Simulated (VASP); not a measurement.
# W (C2/m) in VASP: single point with LDA

Aim: the single point of W with LDA.

Program: VASP 6.6.1. These are calculated values, not measurements. Logs are shortened: lines on timing, memory, paths and dates and some standing lists are left out, and cuts for length are marked.

### 1 The cell of the first run

Symmetry: C2/m, No. 12, monoclinic system. The conventional cell has a = 3.973 Å, b = 3.973 Å, c = 3.973 Å, α = 90.00°, β = 90.00°, γ = 90.00°. W (site symmetry m) has 12 W at 2.66 to 2.96 Å within 3.5 Å.

### 2 Single point, LDA (atoms displaced along a vibrational mode)

INCAR reads:

```
SYSTEM = W
PREC = Accurate
ENCUT = 520
EDIFF = 1E-7
ISMEAR = 0
SIGMA = 0.15
LREAL = .FALSE.
LASPH = .TRUE.
NELM = 100
ALGO = Fast
ISIF = 2
LWAVE = .FALSE.
LCHARG = .FALSE.
NBANDS = 21
```

KPOINTS reads:

```
Automatic mesh
0
G
  16 16 12
  0 0 0
```

POSCAR reads:

```
W
1.0
    0.0000000000     -1.9862702900     -1.9862702900
    0.0000000000      1.9862702900     -1.9862702900
    3.9725405800      0.0000000000      0.0000000000
W
2
Direct
    0.5101698143      0.4898301857      0.4828824908
   -0.0101698143      0.0101698143      0.0171175092
```

Potentials or basis: VASP PAW LDA potentials, release 64 (W_sv).

On the command line:

```console
$ cat potpaw_LDA.64/W_sv/POTCAR > POTCAR
$ mpirun -np 1 vasp_std > vasp.out
```

OUTCAR:

```text
SYSTEM = W
   PREC = Accurate
   ENCUT = 520
   EDIFF = 1E-7
   ISMEAR = 0
   LREAL = .FALSE.
   LASPH = .TRUE.
   NELM = 100
   ISIF = 2

 ion  position               nearest neighbor table
   1  0.510  0.490  0.483-   2 2.66   2 2.72   2 2.72   2 2.77   2 2.85   2 2.91   2 2.91   2 2.96

   2  0.990  0.010  0.017-   1 2.66   1 2.72   1 2.72   1 2.77   1 2.85   1 2.91   1 2.91   1 2.96

  LATTYP: Found a simple tetragonal cell.
 ALAT       =     2.8090103827
 C/A-ratio  =     1.4142135624

  Lattice vectors:

 A1 = (   0.0000000000,  -1.9862702900,  -1.9862702900)
 A2 = (   0.0000000000,   1.9862702900,  -1.9862702900)
 A3 = (   3.9725405800,   0.0000000000,   0.0000000000)

Analysis of symmetry for initial positions (statically):
=====================================================================
 Subroutine PRICEL returns:
 Original cell was already a primitive cell.

 Routine SETGRP: Setting up the symmetry group for a
 simple tetragonal supercell.

 Subroutine GETGRP returns: Found  4 space group operations
 (whereof  2 operations were pure point group operations)
 out of a pool of 16 trial point group operations.

The static configuration has the point symmetry C_1h.
 The point group associated with its full space group is C_2h.

Analysis of symmetry for dynamics (positions and initial velocities):
=====================================================================
 Subroutine PRICEL returns:
 Original cell was already a primitive cell.

 Routine SETGRP: Setting up the symmetry group for a
 simple tetragonal supercell.

 Subroutine GETGRP returns: Found  4 space group operations
 (whereof  2 operations were pure point group operations)
 out of a pool of 16 trial point group operations.

The dynamic configuration has the point symmetry C_1h.
 The point group associated with its full space group is C_2h.

 Subroutine INISYM returns: Found  4 space group operations
 (whereof  2 operations are pure point group operations),
 and found     1 'primitive' translations

----------------------------------------------------------------------------------------

                                     Primitive cell

  volume of cell :      31.3455

  direct lattice vectors                    reciprocal lattice vectors
     0.000000000 -1.986270290 -1.986270290     0.000000000 -0.251728077 -0.251728077
     0.000000000  1.986270290 -1.986270290     0.000000000  0.251728077 -0.251728077
     3.972540580  0.000000000  0.000000000     0.251728077  0.000000000  0.000000000

  length of vectors
     2.809010383  2.809010383  3.972540580     0.355997260  0.355997260  0.251728077

  position of ions in fractional coordinates (direct lattice)
     0.510169814  0.489830186  0.482882491
     0.989830186  0.010169814  0.017117509

  ion indices of the primitive-cell ions
   primitive index   ion index
                 1           1
                 2           2

----------------------------------------------------------------------------------------

 KPOINTS: Automatic mesh

Automatic generation of k-mesh.
 Grid dimensions read from file:
 generate k-points for:   16   16   12

 Generating k-lattice:

  Cartesian coordinates                     Fractional coordinates (reciprocal lattice)
     0.000000000 -0.015733005 -0.015733005     0.062500000  0.000000000  0.000000000
     0.000000000  0.015733005 -0.015733005     0.000000000  0.062500000  0.000000000
     0.020977340  0.000000000  0.000000000     0.000000000  0.000000000  0.083333333

  Length of vectors
     0.022249829  0.022249829  0.020977340

  Shift w.r.t. Gamma in fractional coordinates (k-lattice)
     0.000000000  0.000000000  0.000000000

 Subroutine IBZKPT returns following result:
 ===========================================

 Found    826 irreducible k-points:

 Following reciprocal coordinates:
            Coordinates               Weight
  0.000000  0.000000  0.000000      1.000000
  0.062500  0.000000  0.000000      4.000000
  0.125000  0.000000  0.000000      4.000000
  0.187500  0.000000  0.000000      4.000000
  0.250000  0.000000  0.000000      4.000000
  0.312500  0.000000  0.000000      4.000000
[... 16 lines left out ...]
 -0.062500  0.437500  0.000000      4.000000
  0.500000  0.062500  0.000000      4.000000
 [... further k-points ...]
   k-points           NKPTS =    826   k-points in BZ     NKDIM =    826   number of bands    NBANDS=     21
   number of dos      NEDOS =    301   number of ions     NIONS =      2
   total plane-waves  NPLWV =  17280
   dimension x,y,z NGX =    24 NGY =   24 NGZ =   30
   dimension x,y,z NGXF=    48 NGYF=   48 NGZF=   60
   ions per type =               2
   NGX,Y,Z   is equivalent  to a cutoff of  14.20, 14.20, 12.55 a.u.
   NGXF,Y,Z  is equivalent  to a cutoff of  28.41, 28.41, 25.11 a.u.
 SYSTEM =  W
   PREC   = accura    normal or accurate (medium, high low for compatibility)
   ISTART =      0    job   : 0-new  1-cont  2-samecut
   ICHARG =      2    charge: 1-file 2-atom 10-const
   ISPIN  =      1    spin polarized calculation?
   LNONCOLLINEAR =      F non collinear calculations
   LSORBIT =      F    spin-orbit coupling
   LASPH  =      T    aspherical Exc in radial PAW
   ENCUT  =  520.0 eV  38.22 Ry    6.18 a.u.   5.22  5.22  7.39*2*pi/ulx,y,z
   NELM   =    100;   NELMIN=  2; NELMDL= -5     # of ELM steps
   EDIFF  = 0.1E-06   stopping-criterion for ELM
   LREAL  =      F    real-space projection
   EDIFFG = 0.1E-05   stopping-criterion for IOM
   NSW    =      0    number of steps for IOM
   IBRION =     -1    ionic relax: 0-MD 1-quasi-New 2-CG
   NFREE  =      0    steps in history (QN), initial steepest desc. (CG)
   ISIF   =      2    stress and relaxation
   ISYM   =      2    0-nonsym 1-usesym 2-fastsym
   POTIM  = 0.5000    time-step for ionic-motion
   TEBEG  =    0.0;   TEEND  =   0.0 temperature during run
   PSTRESS=    0.0 pullay stress
   NELECT =      28.0000    total number of electrons
   NUPDOWN=      -1.0000    fix difference up-down
   EMIN   =  10.00;   EMAX   =-10.00  energy-range for DOS
   EFERMI =   0.00;   METHOD = LEGACY
   ISMEAR =     0;   SIGMA  =   0.15  broadening in eV -4-tet -1-fermi 0-gaus
   EFERMI_NEDOS =   21; number of points for ismear=-14 and -15
   IALGO  =     68    algorithm
   IMIX   =      4    mixing-type and parameters
     AMIX     =   0.40;   BMIX     =  1.00
     AMIX_MAG =   1.60;   BMIX_MAG =  1.00
  volume/ion in A,a.u.               =      15.67       105.76
  Fermi-wavevector in a.u.,A,eV,Ry     =   1.576652  2.979440 33.821789  2.485831
  Thomas-Fermi vector in A             =   2.677453
   LORBIT       =      0    0 simple, 1 ext, 2 COOP (PROOUT), +10 PAW based schemes
   GGA     = CA    functional components
   LHFCALC =     F    Hartree Fock is set to
   AEXX    =    0.0000 exact exchange contribution
   IVDW    =     0    specifies the selected vdW correction
   LEPSILON=     F    determine dielectric tensor
   LRPA    =     F    only Hartree local field effects (RPA)
 non-spin polarized calculation
 RMM-DIIS sequential band-by-band and
 Gauss-broadening in eV      SIGMA  =   0.15
  energy-cutoff  :      520.00
  volume of cell :       31.35
 maximum number of plane-waves:       888
 NGX is ok and might be reduce to    24
   NGX = 11   NGY = 11   NGZ = 15

 number of electron      27.9999993 magnetization

 Free energy of the ion-electron system (eV)
  ---------------------------------------------------
  ext. energy  EPLUGINS =         0.00000000
  ---------------------------------------------------
  free energy    TOTEN  =       -27.07872167 eV

  energy without entropy =      -27.05418463  energy(sigma->0) =      -27.06645315

 E-fermi :  11.0461     XC(G=0): -13.8686

 val. band max:       11.0444963230   @ k =   0.5000  -0.3125   0.1667
 cond. band min:      11.0491967720   @ k =  -0.1250   0.1875   0.0833
 fundamental gap:      0.0047004490
 Fermi energy:        11.0460793968

 k-point     1 :       0.0000    0.0000    0.0000
  band No.  band energies     occupation
      1     -62.1305      2.00000
      2     -61.9319      2.00000
      3     -27.2308      2.00000
      4     -26.4553      2.00000
      5     -26.4516      2.00000
      6     -25.9405      2.00000
[... 13 lines left out ...]
     20      17.1241      0.00000
     21      23.2940      0.00000

 k-point     2 :       0.0625    0.0000    0.0000
  band No.  band energies     occupation
      1     -62.1269      2.00000
      2     -61.9320      2.00000
      3     -27.2176      2.00000
      4     -26.4801      2.00000
      5     -26.4461      2.00000
      6     -25.9625      2.00000
[... 13 lines left out ...]
     20      17.7525      0.00000
     21      22.5172      0.00000

 k-point     3 :       0.1250    0.0000    0.0000
  band No.  band energies     occupation
      1     -62.1165      2.00000
      2     -61.9326      2.00000
      3     -27.1790      2.00000
      4     -26.5537      2.00000
      5     -26.4251      2.00000
      6     -26.0554      2.00000
[... 13 lines left out ...]
     20      19.0320      0.00000
     21      21.2689      0.00000

 k-point     4 :       0.1875    0.0000    0.0000
  band No.  band energies     occupation
      1     -62.1003      2.00000
      2     -61.9342      2.00000
      3     -27.1186      2.00000
      4     -26.6591      2.00000
      5     -26.3921      2.00000
      6     -26.1965      2.00000
[... 13 lines left out ...]
     20      20.0547      0.00000
     21      20.4717      0.00000

 k-point     5 :       0.2500    0.0000    0.0000
  band No.  band energies     occupation
      1     -62.0796      2.00000
      2     -61.9376      2.00000
      3     -27.0438      2.00000
      4     -26.7758      2.00000
      5     -26.3746      2.00000
      6     -26.3327      2.00000
[... 13 lines left out ...]
     20      19.0776      0.00000
     21      21.9399      0.00000
[... 382 lines left out ...]
     20      18.5134      0.00000
     21      24.0263      0.00000

 k-point    22 :       0.4375    0.0625    0.0000
  band No.  band energies     occupation
      1     -62.0088      2.00000
      2     -61.9631      2.00000
      3     -27.0131      2.00000
      4     -26.9619      2.00000
      5     -26.5594      2.00000
      6     -26.3281      2.00000
[... 13 lines left out ...]
     20      18.4869      0.00000
     21      23.6275      0.00000

 k-point    23 :      -0.0625    0.4375    0.0000
  band No.  band energies     occupation
      1     -62.0087      2.00000
      2     -61.9632      2.00000
      3     -27.0124      2.00000
      4     -26.9628      2.00000
      5     -26.5591      2.00000
      6     -26.3287      2.00000
[... 13 lines left out ...]
     20      18.4932      0.00000
     21      23.6178      0.00000

 k-point    24 :       0.5000    0.0625    0.0000
  band No.  band energies     occupation
      1     -61.9969      2.00000
      2     -61.9716      2.00000
      3     -27.0148      2.00000
      4     -26.9970      2.00000
      5     -26.5111      2.00000
      6     -26.3859      2.00000
[... 13 lines left out ...]
     20      18.2681      0.00000
     21      23.6151      0.00000

 [... further k-points ...]

------------------------ aborting loop because EDIFF is reached ----------------------------------------

  FORCE on cell =-STRESS in cart. coord.  units (eV):
  Direction    XX          YY          ZZ          XY          YZ          ZX
  --------------------------------------------------------------------------------------
  -------------------------------------------------------------------------------------
  Total       -0.1478735      1.4026663      1.5943642     -0.4210571      0.0000000      0.0000000
  in kB       -7.5583293     71.6951709     81.4935210    -21.5216999      0.0000000      0.0000000
  external PRESSURE =      48.5434542 kB  Pullay stress =       0.0000000 kB

 VOLUME and BASIS-vectors are now :
 -----------------------------------------------------------------------------
  energy-cutoff  :      520.00
  volume of cell :       31.35
      direct lattice vectors                 reciprocal lattice vectors
     0.000000000 -1.986270290 -1.986270290     0.000000000 -0.251728077 -0.251728077
     0.000000000  1.986270290 -1.986270290     0.000000000  0.251728077 -0.251728077
     3.972540580  0.000000000  0.000000000     0.251728077  0.000000000  0.000000000

 POSITION                                       TOTAL-FORCE (eV/Angst)
 -----------------------------------------------------------------------------------
      1.91827     -0.04040     -1.98627         2.041670      0.231883      0.000000
      0.06800     -1.94587     -1.98627        -2.041670     -0.231883      0.000000
 -----------------------------------------------------------------------------------
    total drift:                                0.000000     -0.000000      0.000000

  FREE ENERGIE OF THE ION-ELECTRON SYSTEM (eV)
  ---------------------------------------------------
  free  energy   TOTEN  =       -27.0787216719 eV

  energy  without entropy=      -27.0541846339  energy(sigma->0) =      -27.06645315
```

Run time: 2.7 min. Hardware: 1 thread of Intel Xeon 6975P-C (Granite Rapids), shared host; peak memory 0.49 GiB.

What came out:

```yaml
Free_energy: -27.0787 eV
Pressure: 4.9 GPa
Largest_force: 2.055 eV/Å
Band_gap_on_the_k_mesh: zero (bands 14 and 15 overlap by 3.94 eV)
```

Forces on the atoms (eV/Å):
```
W    2.042  0.232  0.000
W   -2.042 -0.232  0.000
```

Stress tensor (GPa, compression positive):
```
-0.76 -2.15  0.00
-2.15  7.17  0.00
 0.00  0.00  8.15
```

Levels at points of the mesh, in eV from the Fermi level:
| k point | band 10 | band 11 | band 12 | band 13 | band 14 | band 15 | band 16 | band 17 | band 18 | band 19 |
| --- | --- | --- | --- | --- | --- | --- | --- | --- | --- | --- |
| (0.00, 0.00, 0.00) | -5.87 | -4.94 | -0.75 | -0.70 | -0.58 | 2.16 | 2.54 | 4.03 | 5.26 | 5.97 |
| (0.50, 0.00, 0.00) | -4.07 | -2.71 | -2.43 | -1.80 | -1.39 | 0.52 | 0.56 | 2.36 | 2.87 | 6.77 |
| (0.50, 0.50, 0.00) | -5.84 | -4.84 | -4.82 | 3.33 | 3.45 | 5.19 | 5.36 | 5.88 | 5.94 | 6.07 |
| (0.00, 0.00, 0.50) | -5.98 | -3.76 | -2.68 | -1.07 | 0.69 | 1.24 | 1.29 | 2.03 | 2.06 | 3.34 |
| (0.50, 0.00, 0.50) | -5.86 | -1.04 | -1.03 | -0.94 | -0.86 | 0.91 | 0.92 | 5.15 | 5.25 | 5.35 |
| (0.50, 0.50, 0.50) | -4.05 | -2.46 | -2.44 | -1.75 | -1.74 | 1.37 | 1.38 | 6.09 | 6.10 | 10.17 |

Caveat: the cell differs from its parent crystal (atoms displaced along a vibrational mode); the cell stands under pressure; spin-orbit coupling is left out, which moves the levels of the heavy elements; forces of over 1 eV/Å act on the atoms, so gaps and moduli don't describe the material at rest.
